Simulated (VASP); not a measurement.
# Zn (P6_3/mmc) in VASP: further runs

The runs below take Zn through single point, with PBE.

All numbers are computed with VASP 6.6.1; they aren't measurements. Logs are shortened: lines on timing, memory, paths and dates and some standing lists are left out, and cuts for length are marked.

### Step 1. The cell of the first run

It takes space group P6_3/mmc (No. 194, hexagonal). The conventional cell has a = 3.160 Å, b = 3.160 Å, c = 10.155 Å, α = 90.00°, β = 90.00°, γ = 120.00°. Within 4.1 Å of Zn (site symmetry -3m) lie 12 Zn at 3.13 to 3.16 Å. Within 4.1 Å of Zn (site symmetry -6m2) lie 12 Zn at 3.13 to 3.16 Å.

### Step 2. Single point, PBE (Hg replaced by Zn, lengths x 0.955, strained)

Input file INCAR:

```
  ALGO = Normal
  EDIFF = 1E-6
  ENCUT = 500
  GGA = PE
  GGA_COMPAT = F
  ISIF = 2
  ISMEAR = 0
  LASPH = T
  LCHARG = T
  LELF = T
  LREAL = F
  LVHAR = T
  LWAVE = F
  NBANDS = 32
  NELM = 120
  PREC = Accurate
  SIGMA = 0.1
```

Input file KPOINTS:

```
k-points
0
Gamma
  6 6 2
```

Input file POSCAR:

```
Zn
1.0
    3.1595891830      0.0000000000      0.0000000000
   -1.5797945916      2.7362844981      0.0000000000
    0.0000000000      0.0000000000     10.1548581026
Zn
4
Direct
    0.0000000000      0.0000000000      0.0000000000
    0.3333333300      0.6666666700      0.2500000000
    0.0000000000      0.0000000000      0.5000000000
    0.6666666700      0.3333333300      0.7500000000
```

Potentials or basis: VASP PAW PBE potentials, release 64 (Zn).

The run is started by

```
$ cat potpaw_PBE.64/Zn/POTCAR > POTCAR
$ mpirun -np 1 vasp_std > vasp.out
```

OUTCAR:

```text
EDIFF = 1E-6
   ENCUT = 500
   GGA = PE
   ISIF = 2
   ISMEAR = 0
   LASPH = T
   LREAL = F
   NELM = 120
   PREC = Accurate

 ion  position               nearest neighbor table
   1  0.000  0.000  0.000-
   2  0.333  0.667  0.250-
   3  0.000  0.000  0.500-
   4  0.667  0.333  0.750-

  LATTYP: Found a hexagonal cell.
 ALAT       =     3.1595891830
 C/A-ratio  =     3.2139805255

  Lattice vectors:

 A1 = (   3.1595891830,   0.0000000000,   0.0000000000)
 A2 = (  -1.5797945916,   2.7362844981,   0.0000000000)
 A3 = (   0.0000000000,   0.0000000000,  10.1548581026)

Analysis of symmetry for initial positions (statically):
=====================================================================
 Subroutine PRICEL returns:
 Original cell was already a primitive cell.

 Routine SETGRP: Setting up the symmetry group for a
 hexagonal supercell.

 Subroutine GETGRP returns: Found 24 space group operations
 (whereof 12 operations were pure point group operations)
 out of a pool of 24 trial point group operations.

The static configuration has the point symmetry D_3d.
 The point group associated with its full space group is D_6h.

Analysis of symmetry for dynamics (positions and initial velocities):
=====================================================================
 Subroutine PRICEL returns:
 Original cell was already a primitive cell.

 Routine SETGRP: Setting up the symmetry group for a
 hexagonal supercell.

 Subroutine GETGRP returns: Found 24 space group operations
 (whereof 12 operations were pure point group operations)
 out of a pool of 24 trial point group operations.

The dynamic configuration has the point symmetry D_3d.
 The point group associated with its full space group is D_6h.

 Subroutine INISYM returns: Found 24 space group operations
 (whereof 12 operations are pure point group operations),
 and found     1 'primitive' translations

----------------------------------------------------------------------------------------

                                     Primitive cell

  volume of cell :      87.7942

[... 74 lines left out ...]
   ICHARG =      2    charge: 1-file 2-atom 10-const
   ISPIN  =      1    spin polarized calculation?
   LNONCOLLINEAR =      F non collinear calculations
   LSORBIT =      F    spin-orbit coupling
   LASPH  =      T    aspherical Exc in radial PAW
   ENCUT  =  500.0 eV  36.75 Ry    6.06 a.u.   5.76  5.76 18.51*2*pi/ulx,y,z
   NELM   =    120;   NELMIN=  2; NELMDL= -5     # of ELM steps
   EDIFF  = 0.1E-05   stopping-criterion for ELM
   LREAL  =      F    real-space projection
   EDIFFG = 0.1E-04   stopping-criterion for IOM
   NSW    =      0    number of steps for IOM
   IBRION =     -1    ionic relax: 0-MD 1-quasi-New 2-CG
   NFREE  =      0    steps in history (QN), initial steepest desc. (CG)
   ISIF   =      2    stress and relaxation
   ISYM   =      2    0-nonsym 1-usesym 2-fastsym
   POTIM  = 0.5000    time-step for ionic-motion
   TEBEG  =    0.0;   TEEND  =   0.0 temperature during run
   PSTRESS=    0.0 pullay stress
   NELECT =      48.0000    total number of electrons
   NUPDOWN=      -1.0000    fix difference up-down
   EMIN   =  10.00;   EMAX   =-10.00  energy-range for DOS
   EFERMI =   0.00;   METHOD = LEGACY
   ISMEAR =     0;   SIGMA  =   0.10  broadening in eV -4-tet -1-fermi 0-gaus
   EFERMI_NEDOS =   21; number of points for ismear=-14 and -15
   IALGO  =     38    algorithm
   IMIX   =      4    mixing-type and parameters
     AMIX     =   0.40;   BMIX     =  1.00
     AMIX_MAG =   1.60;   BMIX_MAG =  1.00
  volume/ion in A,a.u.               =      21.95       148.12
  Fermi-wavevector in a.u.,A,eV,Ry     =   1.338649  2.529680 24.381378  1.791981
  Thomas-Fermi vector in A             =   2.467103
   LORBIT       =      0    0 simple, 1 ext, 2 COOP (PROOUT), +10 PAW based schemes
   GGA     = PE    functional components
   LHFCALC =     F    Hartree Fock is set to
   AEXX    =    0.0000 exact exchange contribution
   IVDW    =     0    specifies the selected vdW correction
   LEPSILON=     F    determine dielectric tensor
   LRPA    =     F    only Hartree local field effects (RPA)
 non-spin polarized calculation
 Gauss-broadening in eV      SIGMA  =   0.10
  energy-cutoff  :      500.00
  volume of cell :       87.79
 maximum number of plane-waves:      2240
 NGX is ok and might be reduce to    24
   NGX = 11   NGY = 11   NGZ = 37

 number of electron      47.9999953 magnetization

 Free energy of the ion-electron system (eV)
  ---------------------------------------------------
  ext. energy  EPLUGINS =         0.00000000
  ---------------------------------------------------
  free energy    TOTEN  =        -3.05324580 eV

  energy without entropy =       -3.04342002  energy(sigma->0) =       -3.04833291

 E-fermi :   0.8121     XC(G=0):  -9.7568

 val. band max:        0.7949699793   @ k =   0.3333   0.1667   0.0000
 cond. band min:       1.1023591119   @ k =   0.3333   0.3333   0.0000
 fundamental gap:      0.3073891326
 Fermi energy:         0.8120665054

 k-point     1 :       0.0000    0.0000    0.0000
  band No.  band energies     occupation
      1      -6.8988      2.00000
      2      -6.2720      2.00000
      3      -6.1918      2.00000
      4      -6.1698      2.00000
      5      -6.0065      2.00000
      6      -6.0065      2.00000
[... 479 lines left out ...]
     31       4.0472      0.00000
     32       4.0472      0.00000

------------------------ aborting loop because EDIFF is reached ----------------------------------------

  FORCE on cell =-STRESS in cart. coord.  units (eV):
  Direction    XX          YY          ZZ          XY          YZ          ZX
  --------------------------------------------------------------------------------------
  -------------------------------------------------------------------------------------
  Total       -4.6643559     -4.6643559     -3.3963726      0.0000000     -0.0000000      0.0000000
  in kB      -85.1209651    -85.1209651    -61.9812287      0.0000000     -0.0000000      0.0000000
  external PRESSURE =     -77.4077197 kB  Pullay stress =       0.0000000 kB

 VOLUME and BASIS-vectors are now :
 -----------------------------------------------------------------------------
  energy-cutoff  :      500.00
  volume of cell :       87.79
      direct lattice vectors                 reciprocal lattice vectors
     3.159589183  0.000000000  0.000000000     0.316496842  0.182729537  0.000000000
    -1.579794592  2.736284498  0.000000000     0.000000000  0.365459074  0.000000000
     0.000000000  0.000000000 10.154858103     0.000000000  0.000000000  0.098475034

 POSITION                                       TOTAL-FORCE (eV/Angst)
 -----------------------------------------------------------------------------------
      0.00000      0.00000      0.00000        -0.000000     -0.000000     -0.000000
     -0.00000      1.82419      2.53871        -0.000000      0.000000      0.000000
      0.00000      0.00000      5.07743        -0.000000     -0.000000     -0.000000
      1.57979      0.91209      7.61614         0.000000      0.000000     -0.000000
 -----------------------------------------------------------------------------------
    total drift:                                0.000000      0.000000     -0.000000

  FREE ENERGIE OF THE ION-ELECTRON SYSTEM (eV)
  ---------------------------------------------------
  free  energy   TOTEN  =        -3.0532458023 eV

  energy  without entropy=       -3.0434200249  energy(sigma->0) =       -3.04833291
```

OSZICAR:

```text
N       E                     dE             d eps       ncg     rms          rms(c)
DAV:   1     0.282394863289E+03    0.28239E+03   -0.22981E+04   896   0.207E+03
DAV:   2     0.141489799008E+02   -0.26825E+03   -0.25665E+03   896   0.379E+02
DAV:   3    -0.298117635303E+01   -0.17130E+02   -0.17009E+02  1072   0.104E+02
DAV:   4    -0.317564763429E+01   -0.19447E+00   -0.19439E+00   952   0.119E+01
DAV:   5    -0.317606667913E+01   -0.41904E-03   -0.41904E-03  1048   0.500E-01    0.246E+00
DAV:   6    -0.305619831784E+01    0.11987E+00   -0.66475E-01  1016   0.109E+01    0.220E+00
DAV:   7    -0.305454101231E+01    0.16573E-02   -0.19425E-02   960   0.152E+00    0.133E+00
DAV:   8    -0.305312017736E+01    0.14208E-02   -0.48571E-03  1128   0.148E+00    0.851E-02
DAV:   9    -0.305317678259E+01   -0.56605E-04   -0.90047E-04  1080   0.894E-01    0.472E-02
DAV:  10    -0.305323739927E+01   -0.60617E-04   -0.21882E-04  1184   0.288E-01    0.235E-02
DAV:  11    -0.305324499869E+01   -0.75994E-05   -0.98396E-05   984   0.276E-01    0.628E-03
DAV:  12    -0.305324638493E+01   -0.13862E-05   -0.98656E-06  1000   0.348E-02    0.237E-03
DAV:  13    -0.305324580235E+01    0.58258E-06   -0.66325E-07   504   0.406E-02
   1 F= -.30532458E+01 E0= -.30483329E+01  d E =-.982578E-02
```

stdout:

```text
POSCAR found type information on POSCAR Zn
 POSCAR found :  1 types and       4 ions
 scaLAPACK will be used
 LDA part: xc-table for (Slater+PW92), standard interpolation
 POSCAR, INCAR and KPOINTS ok, starting setup
 FFT: planning ... GRIDC
 FFT: planning ... GRID_SOFT
 FFT: planning ... GRID
 WAVECAR not read
 entering main loop
```

It took 23 s on 1 thread of Intel Xeon 6975P-C (Granite Rapids), shared host; peak memory 0.19 GiB.

Results:

```
Free energy            : -3.0532 eV
Pressure               : -7.7 GPa
Band gap on the k mesh : zero (band 24 reaches 1.16 eV, above the bottom of band 25 at -0.56 eV)
```

Stress tensor (GPa, compression positive):
```
-8.51  0.00  0.00
 0.00 -8.51  0.00
 0.00  0.00 -6.20
```

Levels at points of the mesh, in eV from the Fermi level:
```csv
k point,band 22,band 23,band 24,band 25,band 26,band 27
"(0.00, 0.00, 0.00)",-6.07,-6.06,-1.54,-1.37,6.03,6.03
"(0.50, 0.00, 0.00)",-2.26,-1.01,-0.94,-0.77,-0.57,3.10
"(0.00, 0.00, 0.50)",-6.51,-4.14,-4.14,1.95,1.95,10.64
"(0.50, 0.00, 0.50)",-2.12,-1.80,-1.80,0.78,0.78,1.29
```

Caveat: the k points lie up to 0.38 Å⁻¹ apart; the cell differs from its parent crystal (Hg replaced by Zn, lengths x 0.955, strained).

### Step 3. Single point, PBE (Hg replaced by Zn, lengths x 0.955, strained)

Input file INCAR:

```
  PREC = Accurate
  ENCUT = 500
  EDIFF = 1E-6
  ISMEAR = 0
  SIGMA = 0.1
  LREAL = F
  LASPH = T
  NELM = 120
  ALGO = Normal
  ISIF = 2
  LWAVE = F
  LCHARG = F
  GGA = PE
  NBANDS = 32
  GGA_COMPAT = F
```

Input file KPOINTS:

```
regular mesh
0
Gamma
  15 15 4
```

POSCAR is that of step 2.

Potentials or basis: VASP PAW PBE potentials, release 64 (Zn).

The run is started by

```
$ cat potpaw_PBE.64/Zn/POTCAR > POTCAR
$ mpirun -np 1 vasp_std > vasp.out
```

Wall time 87 s (1 thread of Intel Xeon 6975P-C (Granite Rapids), shared host); peak memory 0.29 GiB.

The run converged. Its results:

```
Free energy            : -3.1729 eV
Pressure               : -8.8 GPa
Band gap on the k mesh : zero (band 24 reaches 1.87 eV, above the bottom of band 25 at -0.57 eV)
```

Stress tensor (GPa, compression positive):
```
-8.56  0.00  0.00
 0.00 -8.56  0.00
 0.00  0.00 -9.32
```

Levels at points of the mesh, in eV from the Fermi level:
```csv
k point,band 20,band 21,band 22,band 23,band 24,band 25,band 26,band 27,band 28,band 29
"(0.00, 0.00, 0.00)",-6.55,-6.55,-6.12,-6.11,-1.59,-1.42,5.98,5.98,11.21,11.21
"(0.00, 0.00, 0.50)",-6.58,-6.58,-6.58,-4.19,-4.19,1.90,1.90,10.60,10.60,11.47
```

Caveat: the cell differs from its parent crystal (Hg replaced by Zn, lengths x 0.955, strained).
